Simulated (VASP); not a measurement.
ZrHPb3:

```
Zr H Pb
1.0
     4.73793    0.00000    0.00000
     0.00000    4.73793    0.00000
     0.00000    0.00000    4.73793
Zr H Pb
1 1 3
Direct
  0.00000 0.00000 0.00000
  0.50000 0.50000 0.50000
  0.00000 0.50000 0.50000
  0.50000 0.00000 0.50000
  0.50000 0.50000 0.00000
```

```yaml
Program: VASP 6.6.1
Task: relaxation of cell and atoms
Functional: PBE
Potentials_or_basis: VASP PAW PBE potentials, release 64 (Zr_sv, H, Pb_d)
Cutoff: 600 eV
k_mesh: 4 × 4 × 4
Occupations: gaussian, width 0.1 eV
Spin: no spin polarisation
```

At the start: pressure 5.2 GPa; volume 21.27 Å³/atom.

Q: Where does the relaxation end?

A: Over 3 steps the energy falls by 27.4 meV/atom and the volume is 23.07 Å³/atom (+8.5 %); space group Pm-3m (No. 221, to 0.05 Å).

The path:
```
step  energy change (eV)  largest force (eV/Å)  pressure (GPa)  volume (Å³)
   1              0.0000                0.0000            5.22       106.36
   2             -0.1316                0.0000           -0.89       117.38
   3             -0.1372                0.0000            0.01       115.36
```

Final structure:
```
Zr H Pb
1.0
     4.86801    0.00000    0.00000
     0.00000    4.86801    0.00000
     0.00000    0.00000    4.86801
Zr H Pb
1 1 3
Direct
  0.00000 0.00000 0.00000
  0.50000 0.50000 0.50000
  0.00000 0.50000 0.50000
  0.50000 0.00000 0.50000
  0.50000 0.50000 0.00000
```
